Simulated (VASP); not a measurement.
# WC (P-6m2) in VASP: single point with r2SCAN

Aim: the single point of WC with r2SCAN.

Program: VASP 6.6.1. These are calculated values, not measurements. Logs are shortened: lines on timing, memory, paths and dates and some standing lists are left out, and cuts for length are marked.

## Step 1: The cell of the first run

The structure is hexagonal, space group P-6m2 (No. 187). Conventional cell: a = 2.913 Å, b = 2.913 Å, c = 2.835 Å, α = 90.00°, β = 90.00°, γ = 120.00°. Within 3.0 Å of W (site symmetry -6m2) lie 6 C at 2.20 Å and 8 W at 2.84 to 2.91 Å. C (site symmetry -6m2) has 6 W at 2.20 Å and 8 C at 2.84 to 2.91 Å within 3.0 Å.

## Step 2: Single point, r2SCAN

POSCAR

```
WC
1.0
    2.9125460300      0.0000000000      0.0000000000
   -1.4562730150      2.5223388517      0.0000000000
    0.0000000000      0.0000000000      2.8354994446
W C
1 1
Direct
    0.0000000000      0.0000000000      0.0000000000
    0.6666666667      0.3333333333      0.5000000000
```

INCAR.step1

```
SYSTEM = WC
PREC = Accurate ; ENCUT = 910
ISMEAR = -1 ; SIGMA = 0.1
LREAL = .FALSE. ; LASPH = .TRUE.
NELM = 120 ; NBANDS = 16
GGA = PE ; ALGO = Normal
EDIFF = 1E-5 ; LWAVE = .TRUE.
LCHARG = .FALSE. ; GGA_COMPAT = .FALSE.
```

INCAR.step2

```
SYSTEM = WC
PREC = Accurate ; ENCUT = 910
EDIFF = 1E-6 ; ISMEAR = -1
SIGMA = 0.1 ; LREAL = .FALSE.
LASPH = .TRUE. ; NELM = 120
ALGO = Normal ; ISIF = 2
LWAVE = .FALSE. ; LCHARG = .FALSE.
METAGGA = R2SCAN ; LMIXTAU = .TRUE.
NBANDS = 16 ; ISTART = 1
GGA_COMPAT = .FALSE.
```

KPOINTS

```
regular mesh
0
G
  18 18 16
  0 0 0
```

Potentials or basis: VASP PAW PBE potentials, release 64 (W_sv, C_h).

On the command line:

```
> cat potpaw_PBE.64/W_sv/POTCAR potpaw_PBE.64/C_h/POTCAR > POTCAR
> cp INCAR.step1 INCAR
> mpirun -np 1 vasp_std > vasp.out
> cp INCAR.step2 INCAR
> mpirun -np 1 vasp_std > vasp.out
```

OUTCAR:

```text
SYSTEM = WC
   PREC = Accurate
   ENCUT = 910
   EDIFF = 1E-6
   ISMEAR = -1
   LREAL = .FALSE.
   LASPH = .TRUE.
   NELM = 120
   ISIF = 2
   METAGGA = R2SCAN
   ISTART = 1

 ion  position               nearest neighbor table
   1  0.000  0.000  0.000-   2 2.20   2 2.20   2 2.20   2 2.20   2 2.20   2 2.20
   2  0.667  0.333  0.500-   1 2.20   1 2.20   1 2.20   1 2.20   1 2.20   1 2.20

  LATTYP: Found a hexagonal cell.
 ALAT       =     2.9125460300
 C/A-ratio  =     0.9735466548

  Lattice vectors:

 A1 = (   2.9125460300,   0.0000000000,   0.0000000000)
 A2 = (  -1.4562730150,   2.5223388517,   0.0000000000)
 A3 = (   0.0000000000,   0.0000000000,   2.8354994446)

Analysis of symmetry for initial positions (statically):
=====================================================================
 Subroutine PRICEL returns:
 Original cell was already a primitive cell.

 Routine SETGRP: Setting up the symmetry group for a
 hexagonal supercell.

 Subroutine GETGRP returns: Found 12 space group operations
 (whereof 12 operations were pure point group operations)
 out of a pool of 24 trial point group operations.

The static configuration has the point symmetry D_3h.

Analysis of symmetry for dynamics (positions and initial velocities):
=====================================================================
 Subroutine PRICEL returns:
 Original cell was already a primitive cell.

 Routine SETGRP: Setting up the symmetry group for a
 hexagonal supercell.

 Subroutine GETGRP returns: Found 12 space group operations
 (whereof 12 operations were pure point group operations)
 out of a pool of 24 trial point group operations.

The dynamic configuration has the point symmetry D_3h.

 Subroutine INISYM returns: Found 12 space group operations
 (whereof 12 operations are pure point group operations),
 and found     1 'primitive' translations

----------------------------------------------------------------------------------------

                                     Primitive cell

  volume of cell :      20.8308

  direct lattice vectors                    reciprocal lattice vectors
     2.912546030  0.000000000  0.000000000     0.343342213  0.198228719  0.000000000
    -1.456273015  2.522338852  0.000000000     0.000000000  0.396457438  0.000000000
     0.000000000  0.000000000  2.835499445     0.000000000  0.000000000  0.352671556

  length of vectors
     2.912546030  2.912546030  2.835499445     0.396457438  0.396457438  0.352671556

  position of ions in fractional coordinates (direct lattice)
     0.000000000  0.000000000  0.000000000
     0.666666667  0.333333333  0.500000000

  ion indices of the primitive-cell ions
   primitive index   ion index
                 1           1
                 2           2

----------------------------------------------------------------------------------------

 KPOINTS: regular mesh

Automatic generation of k-mesh.
 Grid dimensions read from file:
 generate k-points for:   18   18   16

 Generating k-lattice:

  Cartesian coordinates                     Fractional coordinates (reciprocal lattice)
     0.019074567  0.011012707  0.000000000     0.055555556  0.000000000  0.000000000
     0.000000000  0.022025413  0.000000000     0.000000000  0.055555556  0.000000000
     0.000000000  0.000000000  0.022041972     0.000000000  0.000000000  0.062500000

  Length of vectors
     0.022025413  0.022025413  0.022041972

  Shift w.r.t. Gamma in fractional coordinates (k-lattice)
     0.000000000  0.000000000  0.000000000

 Subroutine IBZKPT returns following result:
 ===========================================

 Found    333 irreducible k-points:

 Following reciprocal coordinates:
            Coordinates               Weight
  0.000000  0.000000  0.000000      1.000000
  0.055556  0.000000  0.000000      6.000000
  0.111111  0.000000  0.000000      6.000000
  0.166667  0.000000  0.000000      6.000000
  0.222222  0.000000  0.000000      6.000000
  0.277778  0.000000  0.000000      6.000000
[... 16 lines left out ...]
  0.333333  0.111111  0.000000     12.000000
  0.388889  0.111111  0.000000     12.000000
 [... further k-points ...]
   k-points           NKPTS =    333   k-points in BZ     NKDIM =    333   number of bands    NBANDS=     16
   number of dos      NEDOS =    301   number of ions     NIONS =      2
   total plane-waves  NPLWV =  25200
   dimension x,y,z NGX =    30 NGY =   30 NGZ =   28
   dimension x,y,z NGXF=    60 NGYF=   60 NGZF=   56
   ions per type =               1   1
   NGX,Y,Z   is equivalent  to a cutoff of  17.12, 17.12, 16.42 a.u.
   NGXF,Y,Z  is equivalent  to a cutoff of  34.25, 34.25, 32.83 a.u.
 SYSTEM =  WC
   PREC   = accura    normal or accurate (medium, high low for compatibility)
   ISTART =      1    job   : 0-new  1-cont  2-samecut
   ICHARG =      0    charge: 1-file 2-atom 10-const
   ISPIN  =      1    spin polarized calculation?
   LNONCOLLINEAR =      F non collinear calculations
   LSORBIT =      F    spin-orbit coupling
   LASPH  =      T    aspherical Exc in radial PAW
   ENCUT  =  910.0 eV  66.88 Ry    8.18 a.u.   7.16  7.16  6.97*2*pi/ulx,y,z
   NELM   =    120;   NELMIN=  2; NELMDL=  0     # of ELM steps
   EDIFF  = 0.1E-05   stopping-criterion for ELM
   LREAL  =      F    real-space projection
   EDIFFG = 0.1E-04   stopping-criterion for IOM
   NSW    =      0    number of steps for IOM
   IBRION =     -1    ionic relax: 0-MD 1-quasi-New 2-CG
   NFREE  =      0    steps in history (QN), initial steepest desc. (CG)
   ISIF   =      2    stress and relaxation
   ISYM   =      2    0-nonsym 1-usesym 2-fastsym
   POTIM  = 0.5000    time-step for ionic-motion
   TEBEG  =    0.0;   TEEND  =   0.0 temperature during run
   PSTRESS=    0.0 pullay stress
   NELECT =      18.0000    total number of electrons
   NUPDOWN=      -1.0000    fix difference up-down
   EMIN   =  10.00;   EMAX   =-10.00  energy-range for DOS
   EFERMI =   0.00;   METHOD = LEGACY
   ISMEAR =    -1;   SIGMA  =   0.10  broadening in eV -4-tet -1-fermi 0-gaus
   EFERMI_NEDOS =   21; number of points for ismear=-14 and -15
   IALGO  =     38    algorithm
   IMIX   =      4    mixing-type and parameters
     AMIX     =   0.40;   BMIX     =  1.00
     AMIX_MAG =   1.60;   BMIX_MAG =  1.00
  volume/ion in A,a.u.               =      10.42        70.29
  Fermi-wavevector in a.u.,A,eV,Ry     =   1.559303  2.946655 33.081540  2.431425
  Thomas-Fermi vector in A             =   2.662681
   LORBIT       =      0    0 simple, 1 ext, 2 COOP (PROOUT), +10 PAW based schemes
   METAGGA = R2SCAN    functional components
   LHFCALC =     F    Hartree Fock is set to
   AEXX    =    0.0000 exact exchange contribution
   IVDW    =     0    specifies the selected vdW correction
   LEPSILON=     F    determine dielectric tensor
   LRPA    =     F    only Hartree local field effects (RPA)
 non-spin polarized calculation
  energy-cutoff  :      910.00
  volume of cell :       20.83
 maximum number of plane-waves:      1322
 NGX is ok and might be reduce to    30
   NGX = 15   NGY = 15   NGZ = 13

 number of electron      18.0000001 magnetization

 Free energy of the ion-electron system (eV)
  ---------------------------------------------------
  ext. energy  EPLUGINS =         0.00000000
  ---------------------------------------------------
  free energy    TOTEN  =       -61.62735953 eV

  energy without entropy =      -61.61824735  energy(sigma->0) =      -61.62280344

 E-fermi :  11.2560     XC(G=0): -14.9489

 val. band max:       11.2545514516   @ k =   0.3333   0.2222   0.0000
 cond. band min:      11.2620664935   @ k =   0.4444   0.0556   0.5000
 fundamental gap:      0.0075150419
 Fermi energy:        11.2560329110

 k-point     1 :       0.0000    0.0000    0.0000
  band No.  band energies     occupation
      1     -64.7129      2.00000
      2     -28.0150      2.00000
      3     -27.9174      2.00000
      4     -27.9174      2.00000
      5      -3.9715      2.00000
      6       6.7740      2.00000
[... 8 lines left out ...]
     15      26.4768      0.00000
     16      28.7733      0.00000

 k-point     2 :       0.0556    0.0000    0.0000
  band No.  band energies     occupation
      1     -64.7110      2.00000
      2     -28.0115      2.00000
      3     -27.9444      2.00000
      4     -27.9235      2.00000
      5      -3.8880      2.00000
      6       6.8076      2.00000
[... 8 lines left out ...]
     15      26.2697      0.00000
     16      28.9545      0.00000

 k-point     3 :       0.1111    0.0000    0.0000
  band No.  band energies     occupation
      1     -64.7055      2.00000
      2     -28.0217      2.00000
      3     -28.0016      2.00000
      4     -27.9409      2.00000
      5      -3.6443      2.00000
      6       6.7798      2.00000
[... 8 lines left out ...]
     15      25.9366      0.00000
     16      29.4765      0.00000

 k-point     4 :       0.1667    0.0000    0.0000
  band No.  band energies     occupation
      1     -64.6970      2.00000
      2     -28.1384      2.00000
      3     -27.9863      2.00000
      4     -27.9675      2.00000
      5      -3.2597      2.00000
      6       6.3770      2.00000
[... 8 lines left out ...]
     15      25.7677      0.00000
     16      30.2806      0.00000
[... 324 lines left out ...]
 k-point    22 :       0.2778    0.1111    0.0000
  band No.  band energies     occupation
      1     -64.6624      2.00000
      2     -28.5571      2.00000
      3     -28.1172      2.00000
      4     -27.9233      2.00000
      5      -1.4404      2.00000
      6       4.6827      2.00000
[... 8 lines left out ...]
     15      27.2812      0.00000
     16      28.6428      0.00000

 k-point    23 :       0.3333    0.1111    0.0000
  band No.  band energies     occupation
      1     -64.6544      2.00000
      2     -28.6507      2.00000
      3     -28.1505      2.00000
      4     -27.9087      2.00000
      5      -0.9255      2.00000
      6       4.3281      2.00000
[... 8 lines left out ...]
     15      26.7358      0.00000
     16      28.9849      0.00000

 k-point    24 :       0.3889    0.1111    0.0000
  band No.  band energies     occupation
      1     -64.6492      2.00000
      2     -28.7111      2.00000
      3     -28.1722      2.00000
      4     -27.8992      2.00000
      5      -0.5531      2.00000
      6       4.0940      2.00000
[... 8 lines left out ...]
     15      25.8752      0.00000
     16      29.7125      0.00000

 [... further k-points ...]

------------------------ aborting loop because EDIFF is reached ----------------------------------------

  FORCE on cell =-STRESS in cart. coord.  units (eV):
  Direction    XX          YY          ZZ          XY          YZ          ZX
  --------------------------------------------------------------------------------------
  -------------------------------------------------------------------------------------
  Total        0.2225407      0.2225407      0.2616528      0.0000000      0.0000000      0.0000000
  in kB       17.1164698     17.1164698     20.1247334      0.0000000      0.0000000      0.0000000
  external PRESSURE =      18.1192243 kB  Pullay stress =       0.0000000 kB

 VOLUME and BASIS-vectors are now :
 -----------------------------------------------------------------------------
  energy-cutoff  :      910.00
  volume of cell :       20.83
      direct lattice vectors                 reciprocal lattice vectors
     2.912546030  0.000000000  0.000000000     0.343342213  0.198228719  0.000000000
    -1.456273015  2.522338852  0.000000000     0.000000000  0.396457438  0.000000000
     0.000000000  0.000000000  2.835499445     0.000000000  0.000000000  0.352671556

 POSITION                                       TOTAL-FORCE (eV/Angst)
 -----------------------------------------------------------------------------------
      0.00000      0.00000      0.00000         0.000000      0.000000      0.000000
      1.45627      0.84078      1.41775        -0.000000     -0.000000      0.000000
 -----------------------------------------------------------------------------------
    total drift:                               -0.000000      0.000000      0.000000

  FREE ENERGIE OF THE ION-ELECTRON SYSTEM (eV)
  ---------------------------------------------------
  free  energy   TOTEN  =       -61.6273595269 eV

  energy  without entropy=      -61.6182473525  energy(sigma->0) =      -61.62280344
```

Run time: 8 min. Hardware: 1 thread of Intel Xeon Platinum 8488C (Sapphire Rapids), shared host; peak memory 0.37 GiB.

Results:

- Free energy: -61.6274 eV
- Pressure: 1.8 GPa
- Band gap on the k mesh: zero (bands 9 and 10 overlap by 1.33 eV)

Levels at points of the mesh, in eV from the Fermi level:
| k point | band 6 | band 7 | band 8 | band 9 | band 10 | band 11 | band 12 | band 13 |
| --- | --- | --- | --- | --- | --- | --- | --- | --- |
| (0.00, 0.00, 0.00) | -4.48 | -3.50 | -3.50 | 0.11 | 3.39 | 3.39 | 5.93 | 5.93 |
| (0.50, 0.00, 0.00) | -7.33 | -3.73 | -3.69 | -0.54 | 2.48 | 4.69 | 5.05 | 7.26 |
| (0.00, 0.00, 0.50) | -9.00 | -2.12 | -2.12 | -0.58 | -0.58 | 3.83 | 4.81 | 4.81 |
| (0.50, 0.00, 0.50) | -6.72 | -4.50 | -4.37 | 0.20 | 4.56 | 5.46 | 6.93 | 9.62 |

Caveat: the cutoff is under 1.25 times the usual one of these potentials, so pressure, stress and relaxed cells hold a basis-set (Pulay) error; the PAW data sets were made with another functional, which shifts forces and pressure a little; spin-orbit coupling is left out, which moves the levels of the heavy elements.
